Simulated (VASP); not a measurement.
# AgCl in VASP: a series of runs

The runs below take AgCl through single point, with PBE.

Program: VASP 6.6.1. These are calculated values, not measurements. Logs are shortened: lines on timing, memory, paths and dates and some standing lists are left out, and cuts for length are marked.

### Step 1. The cell of the first run

Symmetry: Imm2, No. 44, orthorhombic system. Conventional cell: a = 3.968 Å, b = 5.612 Å, c = 3.968 Å, α = 90.00°, β = 90.00°, γ = 90.00°. Within 2.8 Å of Ag (site symmetry mm2) lie 2 Cl at 2.13 Å. Cl (site symmetry mm2) has 2 Ag at 2.13 Å within 2.8 Å.

### Step 2. Single point, PBE (atoms displaced along a vibrational mode)

The input, INCAR:

```
  PREC = Accurate
  ENCUT = 520
  EDIFF = 1E-6
  ISMEAR = 0
  SIGMA = 0.05
  LREAL = False
  LASPH = True
  NELM = 80
  ALGO = Normal
  ISIF = 2
  LWAVE = False
  LCHARG = False
  GGA = PE
  NBANDS = 16
```

The input, KPOINTS:

```
Automatic mesh
0
Gamma
  8 8 8
```

The input, POSCAR:

```
AgCl
1.0
    0.0000000000      2.8060228508      2.8060228508
    2.8060228508      0.0000000000      2.8060228508
    2.8060228508      2.8060228508      0.0000000000
Ag Cl
1 1
Direct
    0.5000000000      0.5000000000      0.5748397732
    0.0000000000      0.0000000000     -0.2277244463
```

Potentials or basis: VASP PAW PBE potentials, release 64 (Ag, Cl).

Launch:

```bash
$ cat potpaw_PBE.64/Ag/POTCAR potpaw_PBE.64/Cl/POTCAR > POTCAR
$ mpirun -np 1 vasp_std > vasp.out
```

OUTCAR:

```text
PREC = Accurate
   ENCUT = 520
   EDIFF = 1E-6
   ISMEAR = 0
   LREAL = False
   LASPH = True
   NELM = 80
   ISIF = 2
   GGA = PE

 ion  position               nearest neighbor table
   1  0.500  0.500  0.575-   2 2.13   2 2.13   2 3.05   2 3.05
   2  0.000  0.000  0.772-   1 2.13   1 2.13   1 3.05   1 3.05

  LATTYP: Found a face centered cubic cell.
 ALAT       =     5.6120457016

  Lattice vectors:

 A1 = (   0.0000000000,   2.8060228508,   2.8060228508)
 A2 = (   2.8060228508,   0.0000000000,   2.8060228508)
 A3 = (   2.8060228508,   2.8060228508,   0.0000000000)

Analysis of symmetry for initial positions (statically):
=====================================================================
 Subroutine PRICEL returns:
 Original cell was already a primitive cell.

 Routine SETGRP: Setting up the symmetry group for a
 face centered cubic supercell.

 Subroutine GETGRP returns: Found  4 space group operations
 (whereof  4 operations were pure point group operations)
 out of a pool of 48 trial point group operations.

The static configuration has the point symmetry C_2v.

Analysis of symmetry for dynamics (positions and initial velocities):
=====================================================================
 Subroutine PRICEL returns:
 Original cell was already a primitive cell.

 Routine SETGRP: Setting up the symmetry group for a
 face centered cubic supercell.

 Subroutine GETGRP returns: Found  4 space group operations
 (whereof  4 operations were pure point group operations)
 out of a pool of 48 trial point group operations.

The dynamic configuration has the point symmetry C_2v.

 Subroutine INISYM returns: Found  4 space group operations
 (whereof  4 operations are pure point group operations),
 and found     1 'primitive' translations

----------------------------------------------------------------------------------------

                                     Primitive cell

  volume of cell :      44.1879

  direct lattice vectors                    reciprocal lattice vectors
     0.000000000  2.806022851  2.806022851    -0.178188143  0.178188143  0.178188143
     2.806022851  0.000000000  2.806022851     0.178188143 -0.178188143  0.178188143
     2.806022851  2.806022851  0.000000000     0.178188143  0.178188143 -0.178188143

  length of vectors
     3.968315572  3.968315572  3.968315572     0.308630916  0.308630916  0.308630916

  position of ions in fractional coordinates (direct lattice)
     0.500000000  0.500000000  0.574839773
     0.000000000  0.000000000  0.772275554

  ion indices of the primitive-cell ions
   primitive index   ion index
                 1           1
                 2           2

----------------------------------------------------------------------------------------

 KPOINTS: Automatic mesh

Automatic generation of k-mesh.
 Grid dimensions read from file:
 generate k-points for:    8    8    8

 Generating k-lattice:

  Cartesian coordinates                     Fractional coordinates (reciprocal lattice)
    -0.022273518  0.022273518  0.022273518     0.125000000  0.000000000  0.000000000
     0.022273518 -0.022273518  0.022273518     0.000000000  0.125000000  0.000000000
     0.022273518  0.022273518 -0.022273518     0.000000000  0.000000000  0.125000000

  Length of vectors
     0.038578865  0.038578865  0.038578865

  Shift w.r.t. Gamma in fractional coordinates (k-lattice)
     0.000000000  0.000000000  0.000000000

 Subroutine IBZKPT returns following result:
 ===========================================

 Found     95 irreducible k-points:

 Following reciprocal coordinates:
            Coordinates               Weight
  0.000000  0.000000  0.000000      1.000000
  0.125000  0.000000  0.000000      4.000000
  0.000000  0.000000  0.125000      4.000000
  0.250000  0.000000  0.000000      4.000000
  0.000000  0.000000  0.250000      4.000000
  0.375000  0.000000  0.000000      4.000000
[... 16 lines left out ...]
  0.125000  0.125000 -0.375000      4.000000
 -0.375000  0.125000  0.000000      4.000000
 [... further k-points ...]
   k-points           NKPTS =     95   k-points in BZ     NKDIM =     95   number of bands    NBANDS=     16
   number of dos      NEDOS =    301   number of ions     NIONS =      2
   total plane-waves  NPLWV =  27000
   dimension x,y,z NGX =    30 NGY =   30 NGZ =   30
   dimension x,y,z NGXF=    60 NGYF=   60 NGZF=   60
   ions per type =               1   1
   NGX,Y,Z   is equivalent  to a cutoff of  12.57, 12.57, 12.57 a.u.
   NGXF,Y,Z  is equivalent  to a cutoff of  25.14, 25.14, 25.14 a.u.
 SYSTEM =  unknown system
   PREC   = accura    normal or accurate (medium, high low for compatibility)
   ISTART =      0    job   : 0-new  1-cont  2-samecut
   ICHARG =      2    charge: 1-file 2-atom 10-const
   ISPIN  =      1    spin polarized calculation?
   LNONCOLLINEAR =      F non collinear calculations
   LSORBIT =      F    spin-orbit coupling
   LASPH  =      T    aspherical Exc in radial PAW
   ENCUT  =  520.0 eV  38.22 Ry    6.18 a.u.   7.38  7.38  7.38*2*pi/ulx,y,z
   NELM   =     80;   NELMIN=  2; NELMDL= -5     # of ELM steps
   EDIFF  = 0.1E-05   stopping-criterion for ELM
   LREAL  =      F    real-space projection
   EDIFFG = 0.1E-04   stopping-criterion for IOM
   NSW    =      0    number of steps for IOM
   IBRION =     -1    ionic relax: 0-MD 1-quasi-New 2-CG
   NFREE  =      0    steps in history (QN), initial steepest desc. (CG)
   ISIF   =      2    stress and relaxation
   ISYM   =      2    0-nonsym 1-usesym 2-fastsym
   POTIM  = 0.5000    time-step for ionic-motion
   TEBEG  =    0.0;   TEEND  =   0.0 temperature during run
   PSTRESS=    0.0 pullay stress
   NELECT =      18.0000    total number of electrons
   NUPDOWN=      -1.0000    fix difference up-down
   EMIN   =  10.00;   EMAX   =-10.00  energy-range for DOS
   EFERMI =   0.00;   METHOD = LEGACY
   ISMEAR =     0;   SIGMA  =   0.05  broadening in eV -4-tet -1-fermi 0-gaus
   EFERMI_NEDOS =   21; number of points for ismear=-14 and -15
   IALGO  =     38    algorithm
   IMIX   =      4    mixing-type and parameters
     AMIX     =   0.40;   BMIX     =  1.00
     AMIX_MAG =   1.60;   BMIX_MAG =  1.00
  volume/ion in A,a.u.               =      22.09       149.10
  Fermi-wavevector in a.u.,A,eV,Ry     =   1.213569  2.293313 20.037975  1.472750
  Thomas-Fermi vector in A             =   2.349017
   LORBIT       =      0    0 simple, 1 ext, 2 COOP (PROOUT), +10 PAW based schemes
   GGA     = PE    functional components
   LHFCALC =     F    Hartree Fock is set to
   AEXX    =    0.0000 exact exchange contribution
   IVDW    =     0    specifies the selected vdW correction
   LEPSILON=     F    determine dielectric tensor
   LRPA    =     F    only Hartree local field effects (RPA)
 non-spin polarized calculation
 Gauss-broadening in eV      SIGMA  =   0.05
  energy-cutoff  :      520.00
  volume of cell :       44.19
 maximum number of plane-waves:      1243
 NGX is ok and might be reduce to    30
   NGX = 15   NGY = 15   NGZ = 15

 number of electron      18.0000000 magnetization

 Free energy of the ion-electron system (eV)
  ---------------------------------------------------
  ext. energy  EPLUGINS =         0.00000000
  ---------------------------------------------------
  free energy    TOTEN  =        -4.35065423 eV

  energy without entropy =       -4.35065423  energy(sigma->0) =       -4.35065423

 E-fermi :   3.6542     XC(G=0):  -9.5885

 val. band max:        3.3992191570   @ k =   0.2500   0.1250   0.0000
 cond. band min:       5.8785548470   @ k =   0.0000   0.0000   0.0000
 fundamental gap:      2.4793356900
 Fermi energy:         3.6541562630

 k-point     1 :       0.0000    0.0000    0.0000
  band No.  band energies     occupation
      1     -12.4320      2.00000
      2      -2.3164      2.00000
      3      -1.4612      2.00000
      4      -0.3140      2.00000
      5       0.1840      2.00000
      6       0.7500      2.00000
[... 8 lines left out ...]
     15      15.8042      0.00000
     16      16.1846      0.00000

 k-point     2 :       0.1250    0.0000    0.0000
  band No.  band energies     occupation
      1     -12.3559      2.00000
      2      -2.5212      2.00000
      3      -1.2256      2.00000
      4      -0.5545      2.00000
      5       0.3366      2.00000
      6       0.7247      2.00000
[... 8 lines left out ...]
     15      15.5919      0.00000
     16      17.2083      0.00000

 k-point     3 :       0.0000    0.0000    0.1250
  band No.  band energies     occupation
      1     -12.3954      2.00000
      2      -2.3362      2.00000
      3      -1.5259      2.00000
      4      -0.3641      2.00000
      5       0.2173      2.00000
      6       0.7613      2.00000
[... 8 lines left out ...]
     15      15.4884      0.00000
     16      16.2465      0.00000

 k-point     4 :       0.2500    0.0000    0.0000
  band No.  band energies     occupation
      1     -12.1634      2.00000
      2      -2.8632      2.00000
      3      -1.1924      2.00000
      4      -0.4826      2.00000
      5       0.5191      2.00000
      6       0.6813      2.00000
[... 8 lines left out ...]
     15      15.6333      0.00000
     16      16.7725      0.00000

 k-point     5 :       0.0000    0.0000    0.2500
  band No.  band energies     occupation
      1     -12.3055      2.00000
      2      -2.3842      2.00000
      3      -1.6861      2.00000
      4      -0.4722      2.00000
      5       0.3029      2.00000
      6       0.8064      2.00000
[... 8 lines left out ...]
     15      15.6557      0.00000
     16      15.7206      0.00000

 k-point     6 :       0.3750    0.0000    0.0000
  band No.  band energies     occupation
      1     -11.9570      2.00000
      2      -3.1478      2.00000
      3      -1.4709      2.00000
      4       0.0573      2.00000
      5       0.3866      2.00000
      6       0.7593      2.00000
[... 8 lines left out ...]
     15      16.7524      0.00000
     16      17.1324      0.00000

 k-point     7 :       0.0000    0.0000    0.3750
  band No.  band energies     occupation
      1     -12.2133      2.00000
      2      -2.4322      2.00000
      3      -1.8449      2.00000
      4      -0.5801      2.00000
      5       0.3965      2.00000
      6       0.9036      2.00000
[... 8 lines left out ...]
     15      16.4530      0.00000
     16      16.6449      0.00000

 k-point     8 :       0.5000    0.0000    0.0000
  band No.  band energies     occupation
      1     -11.8669      2.00000
      2      -3.2629      2.00000
      3      -1.5724      2.00000
      4       0.0837      2.00000
      5       0.4225      2.00000
      6       0.8175      2.00000
[... 8 lines left out ...]
     15      17.6131      0.00000
     16      18.3343      0.00000

 k-point     9 :       0.0000    0.0000    0.5000
  band No.  band energies     occupation
      1     -12.1744      2.00000
      2      -2.4520      2.00000
      3      -1.9089      2.00000
      4      -0.6285      2.00000
      5       0.4378      2.00000
      6       0.9870      2.00000
[... 8 lines left out ...]
     15      17.3999      0.00000
     16      17.4012      0.00000
[... 172 lines left out ...]
 k-point    19 :       0.1250    0.1250   -0.2500
  band No.  band energies     occupation
      1     -12.2225      2.00000
      2      -2.4014      2.00000
      3      -1.7111      2.00000
      4      -0.6427      2.00000
      5       0.4152      2.00000
      6       0.8454      2.00000
[... 8 lines left out ...]
     15      16.6327      0.00000
     16      16.7931      0.00000

 k-point    20 :       0.5000    0.1250    0.0000
  band No.  band energies     occupation
      1     -11.9046      2.00000
      2      -3.1619      2.00000
      3      -1.5216      2.00000
      4      -0.1465      2.00000
      5       0.4662      2.00000
      6       0.8530      2.00000
[... 8 lines left out ...]
     15      17.5166      0.00000
     16      18.2691      0.00000

 k-point    21 :       0.0000    0.5000    0.1250
  band No.  band energies     occupation
      1     -11.8588      2.00000
      2      -3.2356      2.00000
      3      -1.5260      2.00000
      4      -0.0758      2.00000
      5       0.4781      2.00000
      6       0.7951      2.00000
[... 8 lines left out ...]
     15      17.0539      0.00000
     16      17.8250      0.00000

 k-point    22 :       0.1250    0.0000    0.5000
  band No.  band energies     occupation
      1     -12.1234      2.00000
      2      -2.7126      2.00000
      3      -1.5628      2.00000
      4      -0.6886      2.00000
      5       0.4404      2.00000
      6       0.9799      2.00000
[... 8 lines left out ...]
     15      17.1810      0.00000
     16      17.8345      0.00000

 k-point    23 :       0.1250    0.1250   -0.3750
  band No.  band energies     occupation
      1     -12.1651      2.00000
      2      -2.4405      2.00000
      3      -1.8514      2.00000
      4      -0.6861      2.00000
      5       0.4616      2.00000
      6       0.9708      2.00000
[... 8 lines left out ...]
     15      16.8775      0.00000
     16      17.4288      0.00000

 k-point    24 :      -0.3750    0.1250    0.0000
  band No.  band energies     occupation
      1     -11.8710      2.00000
      2      -3.2348      2.00000
      3      -1.5032      2.00000
      4       0.0603      2.00000
      5       0.4205      2.00000
      6       0.7762      2.00000
[... 8 lines left out ...]
     15      16.6696      0.00000
     16      17.8567      0.00000

 [... further k-points ...]

------------------------ aborting loop because EDIFF is reached ----------------------------------------

  FORCE on cell =-STRESS in cart. coord.  units (eV):
  Direction    XX          YY          ZZ          XY          YZ          ZX
  --------------------------------------------------------------------------------------
  -------------------------------------------------------------------------------------
  Total        8.0931111      8.0931111      0.7974262     -5.9522785      0.0000000      0.0000000
  in kB      293.4421388    293.4421388     28.9132868   -215.8192685      0.0000000      0.0000000
  external PRESSURE =     205.2658548 kB  Pullay stress =       0.0000000 kB

 VOLUME and BASIS-vectors are now :
 -----------------------------------------------------------------------------
  energy-cutoff  :      520.00
  volume of cell :       44.19
      direct lattice vectors                 reciprocal lattice vectors
     0.000000000  2.806022851  2.806022851    -0.178188143  0.178188143  0.178188143
     2.806022851  0.000000000  2.806022851     0.178188143 -0.178188143  0.178188143
     2.806022851  2.806022851  0.000000000     0.178188143  0.178188143 -0.178188143

 POSITION                                       TOTAL-FORCE (eV/Angst)
 -----------------------------------------------------------------------------------
      3.01602      3.01602      2.80602        -1.431390     -1.431390      0.000000
      2.16702      2.16702      0.00000         1.431390      1.431390     -0.000000
 -----------------------------------------------------------------------------------
    total drift:                               -0.000114     -0.000114     -0.000000

  FREE ENERGIE OF THE ION-ELECTRON SYSTEM (eV)
  ---------------------------------------------------
  free  energy   TOTEN  =        -4.3506542335 eV

  energy  without entropy=       -4.3506542335  energy(sigma->0) =       -4.35065423
```

Run time: 88 s. Hardware: 1 thread of Intel Xeon 8259CL, shared host; peak memory 0.22 GiB.

What came out:

- Free energy: -4.3507 eV
- Pressure: 20.5 GPa
- Largest force: 2.024 eV/Å
- Band gap on the k mesh: 2.48 eV (least direct gap 2.56 eV)

Forces in eV/Å, atoms in the order of the input:
```
Ag  -1.431 -1.431  0.000
Cl   1.431  1.431  0.000
```

Stress tensor (GPa, compression positive):
```
 29.34 -21.58   0.00
-21.58  29.34   0.00
  0.00   0.00   2.89
```

Caveat: the cell differs from its parent crystal (atoms displaced along a vibrational mode); the cell stands under pressure; forces of over 1 eV/Å act on the atoms, so gaps and moduli don't describe the material at rest. A k mesh can miss the band edges.

### Step 3. Single point, PBE (atoms displaced along a vibrational mode)

The input, INCAR:

```
ALGO     = Normal         # electronic algorithm
EDIFF    = 1E-6           # SCF threshold, eV
ENCUT    = 520            # plane-wave cutoff, eV
GGA      = PE             # functional
ISIF     = 2              # what is computed and relaxed
ISMEAR   = 0              # smearing method
LASPH    = True           # aspherical terms in the spheres
LCHARG   = False          # write CHGCAR
LREAL    = False          # projectors in reciprocal space
LWAVE    = False          # write WAVECAR
NBANDS   = 16             # bands
NELM     = 100            # most SCF steps
PREC     = Accurate       # precision mode
SIGMA    = 0.05           # smearing width, eV
```

The input, KPOINTS:

```
k-points
0
Gamma
  8 8 8
```

The input, POSCAR:

```
AgCl
1.0
    0.0000000000      2.8060228508      2.8060228508
    2.8060228508      0.0000000000      2.8060228508
    2.8060228508      2.8060228508      0.0000000000
Ag Cl
1 1
Direct
    0.5000000000      0.5000000000      0.5299359093
    0.0000000000      0.0000000000     -0.0910897785
```

Potentials or basis: VASP PAW PBE potentials, release 64 (Ag, Cl).

Launch:

```bash
$ cat potpaw_PBE.64/Ag/POTCAR potpaw_PBE.64/Cl/POTCAR > POTCAR
$ mpirun -np 1 vasp_std > vasp.out
```

It took 84 s on 1 thread of Intel Xeon 8259CL, shared host; peak memory 0.22 GiB.

It converged, with:

```
Free energy            : -5.2850 eV
Pressure               : 3.2 GPa
Largest force          : 0.566 eV/Å
Band gap on the k mesh : 0.85 eV (least direct gap 1.85 eV)
```

Forces in eV/Å, atoms in the order of the input:
```
Ag  -0.400 -0.400  0.000
Cl   0.400  0.400  0.000
```

Stress tensor (GPa, compression positive):
```
 4.70 -1.91  0.00
-1.91  4.70  0.00
 0.00  0.00  0.27
```

Levels at points of the mesh, in eV from the valence-band top:
```
           k point  band 5  band 6  band 7  band 8  band 9  band 10  band 11  band 12  band 13  band 14
(0.00, 0.00, 0.00)   -2.58   -2.51   -1.51   -1.16   -1.00     0.85     9.57     9.95    10.75    11.94
(0.50, 0.00, 0.00)   -2.36   -2.26   -1.96   -0.77   -0.39     4.49     6.08     7.93     8.38    12.65
(0.00, 0.00, 0.50)   -2.27   -2.23   -1.85   -0.37    0.00     4.24     6.09     7.75     7.82    12.91
(0.50, 0.50, 0.00)   -2.13   -2.12   -2.04   -1.81   -1.45     2.47     7.15     8.34    11.41    12.31
(0.00, 0.50, 0.50)   -2.20   -2.17   -2.10   -2.06   -1.82     2.45     7.42     8.60    11.59    11.60
```

Caveat: the cell differs from its parent crystal (atoms displaced along a vibrational mode); the cell stands under pressure. A k mesh can miss the band edges.

(Continued in part 2 of 2.)
